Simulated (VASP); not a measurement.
# ZnO in VASP: notebook, part 2 of 3

VASP 6.6.1. Earlier steps stand in the parts before.

### Step 5. Single point, r2SCAN (uniaxial z strain +3.9%)

The input, POSCAR:

```
ZnO
1.0
    0.0000000000      2.1337703963      2.2167740647
    2.1337703963      0.0000000000      2.2167740647
    2.1337703963      2.1337703963      0.0000000000
Zn O
1 1
Direct
    0.0000000000      0.0000000000      0.0000000000
    0.5000000000      0.5000000000      0.5000000000
```

The input, INCAR.step1:

```
SYSTEM = ZnO
PREC = Accurate
ENCUT = 520
ISMEAR = 0
SIGMA = 0.01
LREAL = .False.
LASPH = .True.
NELM = 80
NBANDS = 16
GGA = PE
ALGO = Normal
EDIFF = 1E-4
LWAVE = .True.
LCHARG = .False.
```

The input, INCAR.step2:

```
SYSTEM = ZnO
PREC = Accurate
ENCUT = 520
EDIFF = 1E-6
ISMEAR = 0
SIGMA = 0.01
LREAL = .False.
LASPH = .True.
NELM = 80
ALGO = Normal
ISIF = 2
LWAVE = .False.
LCHARG = .False.
METAGGA = R2SCAN
LMIXTAU = .True.
NBANDS = 16
ISTART = 1
```

The input, KPOINTS:

```
Automatic mesh
0
Gamma
  10 10 10
  0 0 0
```

Potentials or basis: VASP PAW PBE potentials, release 64 (Zn, O).

On the command line:

```sh
$ cat potpaw_PBE.64/Zn/POTCAR potpaw_PBE.64/O/POTCAR > POTCAR
$ cp INCAR.step1 INCAR
$ mpirun -np 1 vasp_std > vasp.out
$ cp INCAR.step2 INCAR
$ mpirun -np 1 vasp_std > vasp.out
```

OUTCAR:

```text
SYSTEM = ZnO
   PREC = Accurate
   ENCUT = 520
   EDIFF = 1E-6
   ISMEAR = 0
   LREAL = .False.
   LASPH = .True.
   NELM = 80
   ISIF = 2
   METAGGA = R2SCAN
   ISTART = 1

 ion  position               nearest neighbor table
   1  0.000  0.000  0.000-   2 2.13   2 2.13   2 2.13   2 2.13   2 2.22   2 2.22
   2  0.500  0.500  0.500-   1 2.13   1 2.13   1 2.13   1 2.13   1 2.22   1 2.22

  LATTYP: Found a body centered tetragonal cell.
 ALAT       =     3.0176070334
 C/A-ratio  =     1.4692264699

  Lattice vectors:

 A1 = (  -2.1337703963,   0.0000000000,   2.2167740647)
 A2 = (   2.1337703963,   0.0000000000,   2.2167740647)
 A3 = (   0.0000000000,   2.1337703963,  -2.2167740647)

Analysis of symmetry for initial positions (statically):
=====================================================================
 Subroutine PRICEL returns:
 Original cell was already a primitive cell.

 Routine SETGRP: Setting up the symmetry group for a
 body centered tetragonal supercell.

 Subroutine GETGRP returns: Found 16 space group operations
 (whereof 16 operations were pure point group operations)
 out of a pool of 16 trial point group operations.

The static configuration has the point symmetry D_4h.

Analysis of symmetry for dynamics (positions and initial velocities):
=====================================================================
 Subroutine PRICEL returns:
 Original cell was already a primitive cell.

 Routine SETGRP: Setting up the symmetry group for a
 body centered tetragonal supercell.

 Subroutine GETGRP returns: Found 16 space group operations
 (whereof 16 operations were pure point group operations)
 out of a pool of 16 trial point group operations.

The dynamic configuration has the point symmetry D_4h.

 Subroutine INISYM returns: Found 16 space group operations
 (whereof 16 operations are pure point group operations),
 and found     1 'primitive' translations

----------------------------------------------------------------------------------------

                                     Primitive cell

  volume of cell :      20.1858

  direct lattice vectors                    reciprocal lattice vectors
     0.000000000  2.133770396  2.216774065    -0.234326993  0.234326993  0.225552982
     2.133770396  0.000000000  2.216774065     0.234326993 -0.234326993  0.225552982
     2.133770396  2.133770396  0.000000000     0.234326993  0.234326993 -0.225552982

  length of vectors
     3.076859333  3.076859333  3.017607033     0.400864599  0.400864599  0.400864599

  position of ions in fractional coordinates (direct lattice)
     0.000000000  0.000000000  0.000000000
     0.500000000  0.500000000  0.500000000

  ion indices of the primitive-cell ions
   primitive index   ion index
                 1           1
                 2           2

----------------------------------------------------------------------------------------

 KPOINTS: Automatic mesh

Automatic generation of k-mesh.
 Grid dimensions read from file:
 generate k-points for:   10   10   10

 Generating k-lattice:

  Cartesian coordinates                     Fractional coordinates (reciprocal lattice)
    -0.023432699  0.023432699  0.022555298     0.100000000  0.000000000  0.000000000
     0.023432699 -0.023432699  0.022555298     0.000000000  0.100000000  0.000000000
     0.023432699  0.023432699 -0.022555298     0.000000000  0.000000000  0.100000000

  Length of vectors
     0.040086460  0.040086460  0.040086460

  Shift w.r.t. Gamma in fractional coordinates (k-lattice)
     0.000000000  0.000000000  0.000000000

 Subroutine IBZKPT returns following result:
 ===========================================

 Found    102 irreducible k-points:

 Following reciprocal coordinates:
            Coordinates               Weight
  0.000000  0.000000  0.000000      1.000000
  0.100000 -0.000000  0.000000      8.000000
  0.200000 -0.000000  0.000000      8.000000
  0.300000 -0.000000  0.000000      8.000000
  0.400000 -0.000000  0.000000      8.000000
  0.500000 -0.000000  0.000000      4.000000
[... 16 lines left out ...]
  0.300000  0.300000  0.000000      2.000000
  0.400000  0.300000  0.000000      8.000000
 [... further k-points ...]
   k-points           NKPTS =    102   k-points in BZ     NKDIM =    102   number of bands    NBANDS=     16
   number of dos      NEDOS =    301   number of ions     NIONS =      2
   total plane-waves  NPLWV =  13824
   dimension x,y,z NGX =    24 NGY =   24 NGZ =   24
   dimension x,y,z NGXF=    48 NGYF=   48 NGZF=   48
   ions per type =               1   1
   NGX,Y,Z   is equivalent  to a cutoff of  12.97, 12.97, 13.22 a.u.
   NGXF,Y,Z  is equivalent  to a cutoff of  25.93, 25.93, 26.44 a.u.
 SYSTEM =  ZnO
   PREC   = accura    normal or accurate (medium, high low for compatibility)
   ISTART =      1    job   : 0-new  1-cont  2-samecut
   ICHARG =      0    charge: 1-file 2-atom 10-const
   ISPIN  =      1    spin polarized calculation?
   LNONCOLLINEAR =      F non collinear calculations
   LSORBIT =      F    spin-orbit coupling
   LASPH  =      T    aspherical Exc in radial PAW
   ENCUT  =  520.0 eV  38.22 Ry    6.18 a.u.   5.72  5.72  5.61*2*pi/ulx,y,z
   NELM   =     80;   NELMIN=  2; NELMDL=  0     # of ELM steps
   EDIFF  = 0.1E-05   stopping-criterion for ELM
   LREAL  =      F    real-space projection
   EDIFFG = 0.1E-04   stopping-criterion for IOM
   NSW    =      0    number of steps for IOM
   IBRION =     -1    ionic relax: 0-MD 1-quasi-New 2-CG
   NFREE  =      0    steps in history (QN), initial steepest desc. (CG)
   ISIF   =      2    stress and relaxation
   ISYM   =      2    0-nonsym 1-usesym 2-fastsym
   POTIM  = 0.5000    time-step for ionic-motion
   TEBEG  =    0.0;   TEEND  =   0.0 temperature during run
   PSTRESS=    0.0 pullay stress
   NELECT =      18.0000    total number of electrons
   NUPDOWN=      -1.0000    fix difference up-down
   EMIN   =  10.00;   EMAX   =-10.00  energy-range for DOS
   EFERMI =   0.00;   METHOD = LEGACY
   ISMEAR =     0;   SIGMA  =   0.01  broadening in eV -4-tet -1-fermi 0-gaus
   EFERMI_NEDOS =   21; number of points for ismear=-14 and -15
   IALGO  =     38    algorithm
   IMIX   =      4    mixing-type and parameters
     AMIX     =   0.40;   BMIX     =  1.00
     AMIX_MAG =   1.60;   BMIX_MAG =  1.00
  volume/ion in A,a.u.               =      10.09        68.11
  Fermi-wavevector in a.u.,A,eV,Ry     =   1.575736  2.977709 33.782494  2.482943
  Thomas-Fermi vector in A             =   2.676675
   LORBIT       =      0    0 simple, 1 ext, 2 COOP (PROOUT), +10 PAW based schemes
   METAGGA = R2SCAN    functional components
   LHFCALC =     F    Hartree Fock is set to
   AEXX    =    0.0000 exact exchange contribution
   IVDW    =     0    specifies the selected vdW correction
   LEPSILON=     F    determine dielectric tensor
   LRPA    =     F    only Hartree local field effects (RPA)
 non-spin polarized calculation
 Gauss-broadening in eV      SIGMA  =   0.01
  energy-cutoff  :      520.00
  volume of cell :       20.19
 maximum number of plane-waves:       552
   NGX = 11   NGY = 11   NGZ = 11

 number of electron      18.0000009 magnetization

 Free energy of the ion-electron system (eV)
  ---------------------------------------------------
  ext. energy  EPLUGINS =         0.00000000
  ---------------------------------------------------
  free energy    TOTEN  =       -17.93448025 eV

  energy without entropy =      -17.93448025  energy(sigma->0) =      -17.93448025

 E-fermi :   2.3131     XC(G=0): -12.8849

 val. band max:        2.1789461481   @ k =   0.5000  -0.0000   0.0000
 cond. band min:       3.4409663853   @ k =   0.0000   0.0000   0.0000
 fundamental gap:      1.2620202373
 Fermi energy:         2.3131277749

 k-point     1 :       0.0000    0.0000    0.0000
  band No.  band energies     occupation
      1     -17.2031      2.00000
      2      -2.8263      2.00000
      3      -2.7823      2.00000
      4      -2.7823      2.00000
      5      -2.6658      2.00000
      6      -2.5869      2.00000
[... 8 lines left out ...]
     15      21.3818      0.00000
     16      22.7095      0.00000
[... 419 lines left out ...]
 k-point    24 :       0.4000    0.3000    0.0000
  band No.  band energies     occupation
      1     -16.1604      2.00000
      2      -3.8871      2.00000
      3      -3.1555      2.00000
      4      -2.7579      2.00000
      5      -2.5432      2.00000
      6      -2.4001      2.00000
[... 8 lines left out ...]
     15      30.3680      0.00000
     16      30.7119      0.00000

 [... further k-points ...]

------------------------ aborting loop because EDIFF is reached ----------------------------------------

  FORCE on cell =-STRESS in cart. coord.  units (eV):
  Direction    XX          YY          ZZ          XY          YZ          ZX
  --------------------------------------------------------------------------------------
  -------------------------------------------------------------------------------------
  Total       -0.5152180     -0.5152180     -0.8806746      0.0000000      0.0000000      0.0000000
  in kB      -40.8935466    -40.8935466    -69.9003318      0.0000000      0.0000000      0.0000000
  external PRESSURE =     -50.5624750 kB  Pullay stress =       0.0000000 kB

 VOLUME and BASIS-vectors are now :
 -----------------------------------------------------------------------------
  energy-cutoff  :      520.00
  volume of cell :       20.19
      direct lattice vectors                 reciprocal lattice vectors
     0.000000000  2.133770396  2.216774065    -0.234326993  0.234326993  0.225552982
     2.133770396  0.000000000  2.216774065     0.234326993 -0.234326993  0.225552982
     2.133770396  2.133770396  0.000000000     0.234326993  0.234326993 -0.225552982

 POSITION                                       TOTAL-FORCE (eV/Angst)
 -----------------------------------------------------------------------------------
      0.00000      0.00000      0.00000        -0.000000      0.000000      0.000000
      2.13377      2.13377      2.21677         0.000000     -0.000000      0.000000
 -----------------------------------------------------------------------------------
    total drift:                                0.000000     -0.000000     -0.000000

  FREE ENERGIE OF THE ION-ELECTRON SYSTEM (eV)
  ---------------------------------------------------
  free  energy   TOTEN  =       -17.9344802451 eV

  energy  without entropy=      -17.9344802451  energy(sigma->0) =      -17.93448025
```

Wall time 1.8 min (1 thread of AMD EPYC 7R13 (Zen 3), shared host); peak memory 0.13 GiB.

What came out:

```yaml
Free_energy: -17.9345 eV
Pressure: -5.1 GPa
Band_gap_on_the_k_mesh: 1.26 eV (least direct gap 2.55 eV)
```

Stress tensor (GPa, compression positive):
```
-4.09  0.00  0.00
 0.00 -4.09  0.00
 0.00  0.00 -6.99
```

Levels at points of the mesh, in eV from the valence-band top:
| k point | band 5 | band 6 | band 7 | band 8 | band 9 | band 10 | band 11 | band 12 | band 13 | band 14 |
| --- | --- | --- | --- | --- | --- | --- | --- | --- | --- | --- |
| (0.00, 0.00, 0.00) | -4.84 | -4.77 | -1.47 | -1.47 | -1.29 | 1.26 | 18.37 | 18.56 | 18.56 | 19.04 |
| (0.50, 0.00, 0.00) | -4.62 | -4.57 | -3.73 | -0.23 | 0.00 | 6.00 | 9.60 | 13.10 | 13.87 | 19.83 |
| (0.50, 0.50, 0.00) | -4.50 | -4.50 | -4.29 | -2.72 | -2.72 | 4.77 | 10.97 | 12.08 | 16.47 | 16.47 |
| (0.50, 0.00, 0.50) | -4.52 | -4.45 | -4.20 | -3.02 | -2.67 | 4.74 | 11.52 | 11.61 | 15.58 | 16.37 |

Caveat: the cell differs from its parent crystal (uniaxial z strain +3.9%); the cell stands under tension; the PAW data sets were made with another functional, which shifts forces and pressure a little. A k mesh can miss the band edges.

### Step 6. Single point, PBE (shear xy strain -3.1%)

The input, INCAR:

```
ALGO = Normal
EDIFF = 1E-6
ENCUT = 520
GGA = PE
ISIF = 2
ISMEAR = -1
LASPH = T
LCHARG = F
LREAL = F
LWAVE = F
NBANDS = 16
NELM = 80
PREC = Accurate
SIGMA = 0.02
```

The input, KPOINTS:

```
k-points
0
Gamma
  10 10 10
```

The input, POSCAR:

```
ZnO
1.0
   -0.0331801297      2.1337703963      2.1337703963
    2.1337703963     -0.0331801297      2.1337703963
    2.1005902667      2.1005902667      0.0000000000
Zn O
1 1
Direct
    0.0000000000      0.0000000000      0.0000000000
    0.5000000000      0.5000000000      0.5000000000
```

Potentials or basis: VASP PAW PBE potentials, release 64 (Zn, O).

On the command line:

```sh
$ cat potpaw_PBE.64/Zn/POTCAR potpaw_PBE.64/O/POTCAR > POTCAR
$ mpirun -np 1 vasp_std > vasp.out
```

Run time: 37 s. Hardware: 1 thread of AMD EPYC 7R13 (Zen 3), shared host; peak memory 0.15 GiB.

Results (log left out):

| Item | Value |
| --- | --- |
| Free energy | -8.5994 eV |
| Pressure | 9.1 GPa |
| Band gap on the k mesh | 0.89 eV (least direct gap 2.19 eV) |

Stress tensor (GPa, compression positive):
```
9.19 2.58 0.00
2.58 9.19 0.00
0.00 0.00 9.05
```

Levels at points of the mesh, in eV from the valence-band top:
| k point | band 7 | band 8 | band 9 | band 10 | band 11 | band 12 |
| --- | --- | --- | --- | --- | --- | --- |
| (0.00, 0.00, 0.00) | -1.54 | -1.42 | -1.30 | 0.89 | 17.57 | 18.02 |
| (0.50, 0.00, 0.00) | -3.68 | -0.01 | 0.00 | 5.53 | 9.00 | 12.93 |
| (0.50, 0.50, 0.00) | -4.03 | -3.06 | -2.67 | 4.21 | 10.70 | 11.30 |
| (0.00, 0.00, 0.50) | -3.60 | -0.04 | -0.03 | 5.30 | 9.27 | 12.50 |
| (0.50, 0.00, 0.50) | -4.03 | -2.87 | -2.87 | 4.24 | 10.68 | 11.27 |

Caveat: the cell differs from its parent crystal (shear xy strain -3.1%); the cell stands under pressure. A k mesh can miss the band edges.

### Step 7. Single point, r2SCAN (shear xy strain -3.1%)

POSCAR is that of step 6.

The input, INCAR.step1:

```
PREC = Accurate ; ENCUT = 520
ISMEAR = 0 ; SIGMA = 0.01
LREAL = False ; LASPH = True
NELM = 100 ; NBANDS = 16
GGA = PE ; ALGO = Normal
EDIFF = 1E-4 ; LWAVE = True
LCHARG = False
```

The input, INCAR.step2:

```
PREC = Accurate ; ENCUT = 520
EDIFF = 1E-6 ; ISMEAR = 0
SIGMA = 0.01 ; LREAL = False
LASPH = True ; NELM = 100
ALGO = Normal ; ISIF = 2
LWAVE = False ; LCHARG = False
METAGGA = R2SCAN ; LMIXTAU = True
NBANDS = 16 ; ISTART = 1
```

The input, KPOINTS:

```
Automatic mesh
0
Gamma
  10 10 10
```

Potentials or basis: VASP PAW PBE potentials, release 64 (Zn, O).

On the command line:

```sh
$ cat potpaw_PBE.64/Zn/POTCAR potpaw_PBE.64/O/POTCAR > POTCAR
$ cp INCAR.step1 INCAR
$ mpirun -np 1 vasp_std > vasp.out
$ cp INCAR.step2 INCAR
$ mpirun -np 1 vasp_std > vasp.out
```

OUTCAR:

```text
PREC = Accurate
   ENCUT = 520
   EDIFF = 1E-6
   ISMEAR = 0
   LREAL = False
   LASPH = True
   NELM = 100
   ISIF = 2
   METAGGA = R2SCAN
   ISTART = 1

 ion  position               nearest neighbor table
   1  0.000  0.000  0.000-   2 2.13   2 2.13   2 2.13   2 2.13   2 2.13   2 2.13
   2  0.500  0.500  0.500-   1 2.13   1 2.13   1 2.13   1 2.13   1 2.13   1 2.13

  LATTYP: Found a body centered orthorhombic cell.
 ALAT       =     2.9706832442
 B/A-ratio  =     1.0315912438
 C/A-ratio  =     1.4365519451

  Lattice vectors:

 A1 = (   0.0331801297,  -2.1337703963,  -2.1337703963)
 A2 = (  -0.0331801296,   2.1337703964,  -2.1337703963)
 A3 = (   2.1337703963,  -0.0331801297,   2.1337703963)

Analysis of symmetry for initial positions (statically):
=====================================================================
 Subroutine PRICEL returns:
 Original cell was already a primitive cell.

 Routine SETGRP: Setting up the symmetry group for a
 body centered orthorhombic supercell.

 Subroutine GETGRP returns: Found  8 space group operations
 (whereof  8 operations were pure point group operations)
 out of a pool of  8 trial point group operations.

[... 163 lines left out ...]
 E-fermi :   2.6229     XC(G=0): -13.1289

 val. band max:        2.4779453262   @ k =   0.5000  -0.0000   0.0000
 cond. band min:       3.9987204246   @ k =   0.0000   0.0000   0.0000
 fundamental gap:      1.5207750983
 Fermi energy:         2.6228857834

 k-point     1 :       0.0000    0.0000    0.0000
  band No.  band energies     occupation
      1     -17.1515      2.00000
      2      -2.4786      2.00000
      3      -2.4712      2.00000
      4      -2.4409      2.00000
      5      -2.2709      2.00000
      6      -2.2656      2.00000
[... 433 lines left out ...]
      3      -2.8870      2.00000
      4      -2.4328      2.00000
      5      -2.2431      2.00000
      6      -2.0282      2.00000
[... 8 lines left out ...]
     15      31.2942      0.00000
     16      31.7067      0.00000

 [... further k-points ...]

------------------------ aborting loop because EDIFF is reached ----------------------------------------

  FORCE on cell =-STRESS in cart. coord.  units (eV):
  Direction    XX          YY          ZZ          XY          YZ          ZX
  --------------------------------------------------------------------------------------
  -------------------------------------------------------------------------------------
  Total        0.1729392      0.1729392      0.1563062      0.3386134     -0.0000000     -0.0000000
  in kB       14.2638221     14.2638221     12.8919579     27.9284437     -0.0000000     -0.0000000
  external PRESSURE =      13.8065340 kB  Pullay stress =       0.0000000 kB

 VOLUME and BASIS-vectors are now :
 -----------------------------------------------------------------------------
  energy-cutoff  :      520.00
  volume of cell :       19.43
      direct lattice vectors                 reciprocal lattice vectors
    -0.033180130  2.133770396  2.133770396    -0.230739001  0.230739001  0.234326993
     2.133770396 -0.033180130  2.133770396     0.230739001 -0.230739001  0.234326993
     2.100590267  2.100590267  0.000000000     0.238028333  0.238028333 -0.234326993

 POSITION                                       TOTAL-FORCE (eV/Angst)
 -----------------------------------------------------------------------------------
      0.00000      0.00000      0.00000         0.000000     -0.000000      0.000000
      2.10059      2.10059      2.13377        -0.000000      0.000000      0.000000
 -----------------------------------------------------------------------------------
    total drift:                                0.000000     -0.000000     -0.000000

  FREE ENERGIE OF THE ION-ELECTRON SYSTEM (eV)
  ---------------------------------------------------
  free  energy   TOTEN  =       -17.9436627353 eV

  energy  without entropy=      -17.9436627353  energy(sigma->0) =      -17.94366274
```

OUTCAR.step1:

```text
PREC = Accurate
   ENCUT = 520
   ISMEAR = 0
   LREAL = False
   LASPH = True
[... 680 lines left out ...]
      0.00000      0.00000      0.00000        -0.000000      0.000000      0.000000
      2.10059      2.10059      2.13377         0.000000     -0.000000      0.000000
 -----------------------------------------------------------------------------------
    total drift:                                0.000000     -0.000000     -0.000000

  FREE ENERGIE OF THE ION-ELECTRON SYSTEM (eV)
  ---------------------------------------------------
  free  energy   TOTEN  =        -8.5994165799 eV

  energy  without entropy=       -8.5994165799  energy(sigma->0) =       -8.59941658
```

OSZICAR.step1:

```text
N       E                     dE             d eps       ncg     rms          rms(c)
DAV:   1     0.895236655116E+02    0.89524E+02   -0.96889E+03  5800   0.172E+03
DAV:   2    -0.574635312136E+01   -0.95270E+02   -0.87013E+02  6152   0.295E+02
DAV:   3    -0.100702237814E+02   -0.43239E+01   -0.43095E+01  6432   0.633E+01
DAV:   4    -0.100887939750E+02   -0.18570E-01   -0.18569E-01  6544   0.413E+00
DAV:   5    -0.100888494576E+02   -0.55483E-04   -0.55482E-04  6640   0.214E-01    0.951E+00
DAV:   6    -0.861614544529E+01    0.14727E+01   -0.27181E+00  8256   0.499E+01    0.648E+00
DAV:   7    -0.861488496087E+01    0.12605E-02   -0.50613E-01  6432   0.113E+01    0.358E+00
DAV:   8    -0.860177831393E+01    0.13107E-01   -0.59296E-02  5848   0.229E+00    0.576E-01
DAV:   9    -0.859929081459E+01    0.24875E-02   -0.53393E-03  8320   0.140E+00    0.748E-02
DAV:  10    -0.859939315491E+01   -0.10234E-03   -0.89810E-04  5840   0.268E-01    0.394E-02
DAV:  11    -0.859941657994E+01   -0.23425E-04   -0.23797E-05  3040   0.750E-02
   1 F= -.85994166E+01 E0= -.85994166E+01  d E =-.782784E-94
```

It took 2.7 min on 1 thread of AMD EPYC 7R13 (Zen 3), shared host; peak memory 0.15 GiB.

Results:

| Quantity | Value |
| --- | --- |
| Free energy | -17.9437 eV |
| Pressure | 1.4 GPa |
| Band gap on the k mesh | 1.52 eV (least direct gap 2.85 eV) |

Caveat: the cell differs from its parent crystal (shear xy strain -3.1%); the PAW data sets were made with another functional, which shifts forces and pressure a little.

[end of part 2 of 3]
